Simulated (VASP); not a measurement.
# Ni (Fd-3m) in VASP: a series of runs

Ni is run at these levels: PBE; tasks: single point.

Everything below comes from runs of VASP 6.6.1. Logs are shortened: lines on timing, memory, paths and dates and some standing lists are left out, and cuts for length are marked.

### 1 The cell of the first run

Symmetry: Fd-3m, No. 227, cubic system. The conventional cell has a = 4.823 Å, b = 4.823 Å, c = 4.823 Å, α = 90.00°, β = 90.00°, γ = 90.00°. Within 2.8 Å of Ni (site symmetry -43m) lie 4 Ni at 2.09 Å.

### 2 Single point, PBE, collinear spin, ferromagnetic start

Contents of INCAR:

```
PREC     = Accurate       # precision mode
ENCUT    = 520            # plane-wave cutoff, eV
EDIFF    = 1E-7           # SCF threshold, eV
ISMEAR   = -1             # smearing method
SIGMA    = 0.1            # smearing width, eV
LREAL    = False          # projectors in reciprocal space
LASPH    = True           # aspherical terms in the spheres
NELM     = 150            # most SCF steps
ALGO     = Normal         # electronic algorithm
ISIF     = 2              # what is computed and relaxed
LWAVE    = False          # write WAVECAR
LCHARG   = False          # write CHGCAR
ISPIN    = 2              # spin polarisation
MAGMOM   = 1 1            # initial moments
LORBIT   = 11             # projections on sites
LMAXMIX  = 4              # l up to which the mixer works
GGA      = PE             # functional
NBANDS   = 21             # bands
```

Contents of KPOINTS:

```
Automatic mesh
0
Gamma
  14 14 14
```

Contents of POSCAR:

```
Ni
1.0
    0.0000000000      2.4116998628      2.4116998628
    2.4116998628      0.0000000000      2.4116998628
    2.4116998628      2.4116998628      0.0000000000
Ni
2
Direct
   -0.1250000000     -0.1250000000     -0.1250000000
    0.1250000000      0.1250000000      0.1250000000
```

Potentials or basis: VASP PAW PBE potentials, release 64 (Ni).

On the command line:

```bash
> cat potpaw_PBE.64/Ni/POTCAR > POTCAR
> mpirun -np 1 vasp_std > vasp.out
```

OUTCAR:

```text
PREC = Accurate
   ENCUT = 520
   EDIFF = 1E-7
   ISMEAR = -1
   LREAL = False
   LASPH = True
   NELM = 150
   ISIF = 2
   ISPIN = 2
   LORBIT = 11
   GGA = PE

 ion  position               nearest neighbor table
   1  0.875  0.875  0.875-   2 2.09   2 2.09   2 2.09   2 2.09
   2  0.125  0.125  0.125-   1 2.09   1 2.09   1 2.09   1 2.09

  LATTYP: Found a face centered cubic cell.
 ALAT       =     4.8233997256

  Lattice vectors:

 A1 = (   0.0000000000,   2.4116998628,   2.4116998628)
 A2 = (   2.4116998628,   0.0000000000,   2.4116998628)
 A3 = (   2.4116998628,   2.4116998628,   0.0000000000)

Analysis of symmetry for initial positions (statically):
=====================================================================
 Subroutine PRICEL returns:
 Original cell was already a primitive cell.

 Routine SETGRP: Setting up the symmetry group for a
 face centered cubic supercell.

 Subroutine GETGRP returns: Found 48 space group operations
 (whereof 12 operations were pure point group operations)
 out of a pool of 48 trial point group operations.

The static configuration has the point symmetry D_3d.
 The point group associated with its full space group is O_h .

Analysis of symmetry for dynamics (positions and initial velocities):
=====================================================================
 Subroutine PRICEL returns:
 Original cell was already a primitive cell.

 Routine SETGRP: Setting up the symmetry group for a
 face centered cubic supercell.

 Subroutine GETGRP returns: Found 48 space group operations
 (whereof 12 operations were pure point group operations)
 out of a pool of 48 trial point group operations.

The dynamic configuration has the point symmetry D_3d.
 The point group associated with its full space group is O_h .

Analysis of structural, dynamic, and magnetic symmetry:
=====================================================================
 Subroutine PRICEL returns:
 Original cell was already a primitive cell.

 Routine SETGRP: Setting up the symmetry group for a
 face centered cubic supercell.

 Subroutine GETGRP returns: Found 48 space group operations
 (whereof 12 operations were pure point group operations)
 out of a pool of 48 trial point group operations.

The overall configuration has the point symmetry D_3d.
 The point group associated with its full space group is O_h .

 Subroutine INISYM returns: Found 48 space group operations
 (whereof 12 operations are pure point group operations),
 and found     1 'primitive' translations

----------------------------------------------------------------------------------------

                                     Primitive cell

  volume of cell :      28.0543

  direct lattice vectors                    reciprocal lattice vectors
     0.000000000  2.411699863  2.411699863    -0.207322647  0.207322647  0.207322647
     2.411699863  0.000000000  2.411699863     0.207322647 -0.207322647  0.207322647
     2.411699863  2.411699863  0.000000000     0.207322647  0.207322647 -0.207322647

  length of vectors
     3.410658654  3.410658654  3.410658654     0.359093359  0.359093359  0.359093359

  position of ions in fractional coordinates (direct lattice)
     0.875000000  0.875000000  0.875000000
     0.125000000  0.125000000  0.125000000

  ion indices of the primitive-cell ions
   primitive index   ion index
                 1           1
                 2           2

----------------------------------------------------------------------------------------

 KPOINTS: Automatic mesh

Automatic generation of k-mesh.
 Grid dimensions read from file:
 generate k-points for:   14   14   14

 Generating k-lattice:

  Cartesian coordinates                     Fractional coordinates (reciprocal lattice)
    -0.014808761  0.014808761  0.014808761     0.071428571  0.000000000  0.000000000
     0.014808761 -0.014808761  0.014808761     0.000000000  0.071428571  0.000000000
     0.014808761  0.014808761 -0.014808761     0.000000000  0.000000000  0.071428571

  Length of vectors
     0.025649526  0.025649526  0.025649526

  Shift w.r.t. Gamma in fractional coordinates (k-lattice)
     0.000000000  0.000000000  0.000000000

 Subroutine IBZKPT returns following result:
 ===========================================

 Found    104 irreducible k-points:

 Following reciprocal coordinates:
            Coordinates               Weight
  0.000000  0.000000  0.000000      1.000000
  0.071429  0.000000  0.000000      8.000000
  0.142857  0.000000  0.000000      8.000000
  0.214286  0.000000  0.000000      8.000000
  0.285714  0.000000  0.000000      8.000000
  0.357143  0.000000  0.000000      8.000000
[... 16 lines left out ...]
  0.214286  0.142857  0.000000     24.000000
  0.285714  0.142857  0.000000     24.000000
 [... further k-points ...]
   k-points           NKPTS =    104   k-points in BZ     NKDIM =    104   number of bands    NBANDS=     21
   number of dos      NEDOS =    301   number of ions     NIONS =      2
   total plane-waves  NPLWV =  21952
   dimension x,y,z NGX =    28 NGY =   28 NGZ =   28
   dimension x,y,z NGXF=    56 NGYF=   56 NGZF=   56
   ions per type =               2
   NGX,Y,Z   is equivalent  to a cutoff of  13.65, 13.65, 13.65 a.u.
   NGXF,Y,Z  is equivalent  to a cutoff of  27.30, 27.30, 27.30 a.u.
 SYSTEM =  unknown system
   PREC   = accura    normal or accurate (medium, high low for compatibility)
   ISTART =      0    job   : 0-new  1-cont  2-samecut
   ICHARG =      2    charge: 1-file 2-atom 10-const
   ISPIN  =      2    spin polarized calculation?
   LNONCOLLINEAR =      F non collinear calculations
   LSORBIT =      F    spin-orbit coupling
   LASPH  =      T    aspherical Exc in radial PAW
   ENCUT  =  520.0 eV  38.22 Ry    6.18 a.u.   6.34  6.34  6.34*2*pi/ulx,y,z
   NELM   =    150;   NELMIN=  2; NELMDL= -5     # of ELM steps
   EDIFF  = 0.1E-06   stopping-criterion for ELM
   LREAL  =      F    real-space projection
   EDIFFG = 0.1E-05   stopping-criterion for IOM
   NSW    =      0    number of steps for IOM
   IBRION =     -1    ionic relax: 0-MD 1-quasi-New 2-CG
   NFREE  =      0    steps in history (QN), initial steepest desc. (CG)
   ISIF   =      2    stress and relaxation
   ISYM   =      2    0-nonsym 1-usesym 2-fastsym
   POTIM  = 0.5000    time-step for ionic-motion
   TEBEG  =    0.0;   TEEND  =   0.0 temperature during run
   PSTRESS=    0.0 pullay stress
   NELECT =      20.0000    total number of electrons
   NUPDOWN=      -1.0000    fix difference up-down
   EMIN   =  10.00;   EMAX   =-10.00  energy-range for DOS
   EFERMI =   0.00;   METHOD = LEGACY
   ISMEAR =    -1;   SIGMA  =   0.10  broadening in eV -4-tet -1-fermi 0-gaus
   EFERMI_NEDOS =   21; number of points for ismear=-14 and -15
   IALGO  =     38    algorithm
   IMIX   =      4    mixing-type and parameters
     AMIX     =   0.40;   BMIX     =  1.00
     AMIX_MAG =   1.60;   BMIX_MAG =  1.00
  volume/ion in A,a.u.               =      14.03        94.66
  Fermi-wavevector in a.u.,A,eV,Ry     =   1.462463  2.763654 29.100116  2.138798
  Thomas-Fermi vector in A             =   2.578673
   LORBIT       =     11    0 simple, 1 ext, 2 COOP (PROOUT), +10 PAW based schemes
   GGA     = PE    functional components
   LHFCALC =     F    Hartree Fock is set to
   AEXX    =    0.0000 exact exchange contribution
   IVDW    =     0    specifies the selected vdW correction
   LEPSILON=     F    determine dielectric tensor
   LRPA    =     F    only Hartree local field effects (RPA)
 spin polarized calculation
  energy-cutoff  :      520.00
  volume of cell :       28.05
 maximum number of plane-waves:       769
 NGX is ok and might be reduce to    28
   NGX = 13   NGY = 13   NGZ = 13

 number of electron      19.9999984 magnetization       1.5383937

 Free energy of the ion-electron system (eV)
  ---------------------------------------------------
  ext. energy  EPLUGINS =         0.00000000
  ---------------------------------------------------
  free energy    TOTEN  =        -8.30051712 eV

  energy without entropy =       -8.20725513  energy(sigma->0) =       -8.25388613

 E-fermi :   6.4399     XC(G=0): -11.5270

 val. band max:        6.4383599851   @ k =   0.5000   0.2857   0.0000
 cond. band min:       6.4402384630   @ k =  -0.2857   0.0714   0.0000
 fundamental gap:      0.0018784779
 Fermi energy:         6.4399336789

 spin component 1

 k-point     1 :       0.0000    0.0000    0.0000
  band No.  band energies     occupation
      1      -1.0110      1.00000
      2       2.6698      1.00000
      3       2.6698      1.00000
      4       2.7906      1.00000
      5       2.7906      1.00000
      6       2.7906      1.00000
[... 13 lines left out ...]
     20      24.8240      0.00000
     21      24.8240      0.00000

 k-point     2 :       0.0714    0.0000    0.0000
  band No.  band energies     occupation
      1      -0.9072      1.00000
      2       2.5972      1.00000
      3       2.5972      1.00000
      4       2.7954      1.00000
      5       2.8855      1.00000
      6       2.8855      1.00000
[... 13 lines left out ...]
     20      24.3023      0.00000
     21      24.3023      0.00000
[... 487 lines left out ...]
      5       2.9561      1.00000
      6       3.3084      1.00000
[... 13 lines left out ...]
     20      25.6040      0.00000
     21      26.7954      0.00000

 k-point    24 :       0.2857    0.1429    0.0000
  band No.  band energies     occupation
      1       0.4391      1.00000
      2       2.2106      1.00000
      3       2.7751      1.00000
      4       2.8519      1.00000
      5       3.0256      1.00000
      6       3.3887      1.00000
[... 13 lines left out ...]
     20      26.7542      0.00000
     21      28.2183      0.00000

 [... further k-points ...]

 spin component 2

 k-point     1 :       0.0000    0.0000    0.0000
  band No.  band energies     occupation
      1      -0.9924      1.00000
      2       3.3821      1.00000
      3       3.3821      1.00000
      4       3.5074      1.00000
      5       3.5074      1.00000
      6       3.5074      1.00000
[... 13 lines left out ...]
     20      24.8386      0.00000
     21      24.8386      0.00000

 k-point     2 :       0.0714    0.0000    0.0000
  band No.  band energies     occupation
      1      -0.8883      1.00000
      2       3.3057      1.00000
      3       3.3057      1.00000
      4       3.5125      1.00000
      5       3.6079      1.00000
      6       3.6079      1.00000
[... 13 lines left out ...]
     20      24.3344      0.00000
     21      24.3344      0.00000
[... 487 lines left out ...]
      5       3.6891      1.00000
      6       4.0369      1.00000
[... 13 lines left out ...]
     20      25.6224      0.00000
     21      26.8748      0.00000

 k-point    24 :       0.2857    0.1429    0.0000
  band No.  band energies     occupation
      1       0.4724      1.00000
      2       2.8870      1.00000
      3       3.5063      1.00000
      4       3.5847      1.00000
      5       3.7611      1.00000
      6       4.1173      1.00000
[... 13 lines left out ...]
     20      26.8310      0.00000
     21      28.3083      0.00000

 [... further k-points ...]

------------------------ aborting loop because EDIFF is reached ----------------------------------------

  FORCE on cell =-STRESS in cart. coord.  units (eV):
  Direction    XX          YY          ZZ          XY          YZ          ZX
  --------------------------------------------------------------------------------------
  -------------------------------------------------------------------------------------
  Total        3.9125204      3.9125204      3.9125204      0.0000000      0.0000000     -0.0000000
  in kB      223.4433480    223.4433480    223.4433480      0.0000000      0.0000000     -0.0000000
  external PRESSURE =     223.4433480 kB  Pullay stress =       0.0000000 kB

 VOLUME and BASIS-vectors are now :
 -----------------------------------------------------------------------------
  energy-cutoff  :      520.00
  volume of cell :       28.05
      direct lattice vectors                 reciprocal lattice vectors
     0.000000000  2.411699863  2.411699863    -0.207322647  0.207322647  0.207322647
     2.411699863  0.000000000  2.411699863     0.207322647 -0.207322647  0.207322647
     2.411699863  2.411699863  0.000000000     0.207322647  0.207322647 -0.207322647

 POSITION                                       TOTAL-FORCE (eV/Angst)
 -----------------------------------------------------------------------------------
      4.22047      4.22047      4.22047        -0.000000      0.000000      0.000000
      0.60292      0.60292      0.60292         0.000000     -0.000000     -0.000000
 -----------------------------------------------------------------------------------
    total drift:                                0.000000      0.000000     -0.000000

  FREE ENERGIE OF THE ION-ELECTRON SYSTEM (eV)
  ---------------------------------------------------
  free  energy   TOTEN  =        -8.3005171246 eV

  energy  without entropy=       -8.2072551325  energy(sigma->0) =       -8.25388613

 total charge

# of ion       s       p       d       tot
------------------------------------------
    1        0.599   0.450   8.406   9.455
    2        0.599   0.450   8.406   9.455
--------------------------------------------------
tot          1.197   0.900  16.812  18.909

 magnetization (x)

# of ion       s       p       d       tot
------------------------------------------
    1       -0.014  -0.014   0.788   0.760
    2       -0.014  -0.014   0.788   0.760
--------------------------------------------------
tot         -0.028  -0.029   1.576   1.519
```

Wall time 2 min (1 thread of Intel Xeon 6975P-C, shared host); peak memory 0.23 GiB.

Results:

- Free energy: -8.3005 eV
- Pressure: 22.3 GPa
- Net moment: 1.54 μB per cell
- Site moments: Ni +0.76 μB
- Valence electrons inside the program's atomic spheres: Ni 9.46

Levels at points of the mesh, in eV from the Fermi level:
Spin up:
```csv
k point,band 8,band 9,band 10,band 11,band 12,band 13,band 14,band 15
"(0.00, 0.00, 0.00)",-1.92,-1.92,-0.71,-0.71,13.22,13.22,13.22,13.57
"(0.50, 0.00, 0.00)",-1.50,-1.50,-0.89,-0.89,0.63,9.59,9.59,12.90
"(0.50, 0.50, 0.00)",-2.19,-0.73,-0.73,1.18,1.18,4.77,4.77,10.27
```
Spin down:
```csv
k point,band 5,band 6,band 7,band 8,band 9,band 10,band 11,band 12,band 13,band 14
"(0.00, 0.00, 0.00)",-2.93,-2.93,-1.12,-1.12,-1.12,0.19,0.19,13.39,13.39,13.39
"(0.50, 0.00, 0.00)",-2.91,-2.91,-1.81,-0.67,-0.67,0.00,0.00,1.32,9.73,9.73
"(0.50, 0.50, 0.00)",-2.25,-2.25,-1.38,-1.38,0.17,0.17,1.69,1.69,4.79,4.79
```

### 3 Single point, PBE, collinear spin, ferromagnetic start

Contents of INCAR:

```
ALGO = Normal ; EDIFF = 1E-6
ENCUT = 520 ; GGA = PE
ISIF = 2 ; ISMEAR = -1
ISPIN = 2 ; LASPH = T
LCHARG = F ; LMAXMIX = 4
LORBIT = 11 ; LREAL = F
LWAVE = F ; MAGMOM = 1 1
NBANDS = 21 ; NELM = 150
PREC = Accurate ; SIGMA = 0.1
```

Contents of KPOINTS:

```
k-points
0
Gamma
  14 14 14
```

Contents of POSCAR:

```
Ni
1.0
    0.0000000000      2.4121671223      2.4121671223
    2.4121671223      0.0000000000      2.4121671223
    2.4121671223      2.4121671223      0.0000000000
Ni
2
Direct
   -0.1250000000     -0.1250000000     -0.1250000000
    0.1250000000      0.1250000000      0.1250000000
```

Potentials or basis: VASP PAW PBE potentials, release 64 (Ni).

On the command line:

```bash
> cat potpaw_PBE.64/Ni/POTCAR > POTCAR
> mpirun -np 1 vasp_std > vasp.out
```

Wall time 1.9 min (1 thread of Intel Xeon 6975P-C, shared host); peak memory 0.23 GiB.

Results (log left out):

| Quantity | Value |
| --- | --- |
| Free energy | -8.3028 eV |
| Pressure | 22.3 GPa |
| Net moment | 1.54 μB per cell |
| Site moments | Ni +0.76 μB |
| Valence electrons inside the program's atomic spheres | Ni 9.45 |

Levels at points of the mesh, in eV from the Fermi level:
Spin up:
| k point | band 7 | band 8 | band 9 | band 10 | band 11 | band 12 | band 13 | band 14 | band 15 | band 16 |
| --- | --- | --- | --- | --- | --- | --- | --- | --- | --- | --- |
| (0.00, 0.00, 0.00) | -1.91 | -1.91 | -1.91 | -0.71 | -0.71 | 13.21 | 13.21 | 13.21 | 13.56 | 13.56 |
| (0.50, 0.00, 0.00) | -1.88 | -1.50 | -1.50 | -0.89 | -0.89 | 0.63 | 9.59 | 9.59 | 12.90 | 13.74 |
| (0.50, 0.50, 0.00) | -2.19 | -2.19 | -0.73 | -0.73 | 1.18 | 1.18 | 4.77 | 4.77 | 10.27 | 10.27 |
Spin down:
| k point | band 6 | band 7 | band 8 | band 9 | band 10 | band 11 | band 12 | band 13 |
| --- | --- | --- | --- | --- | --- | --- | --- | --- |
| (0.00, 0.00, 0.00) | -2.93 | -1.12 | -1.12 | -1.12 | 0.19 | 0.19 | 13.39 | 13.39 |
| (0.50, 0.00, 0.00) | -2.91 | -1.81 | -0.67 | -0.67 | 0.00 | 0.00 | 1.32 | 9.72 |
| (0.50, 0.50, 0.00) | -2.25 | -1.38 | -1.38 | 0.17 | 0.17 | 1.69 | 1.69 | 4.79 |
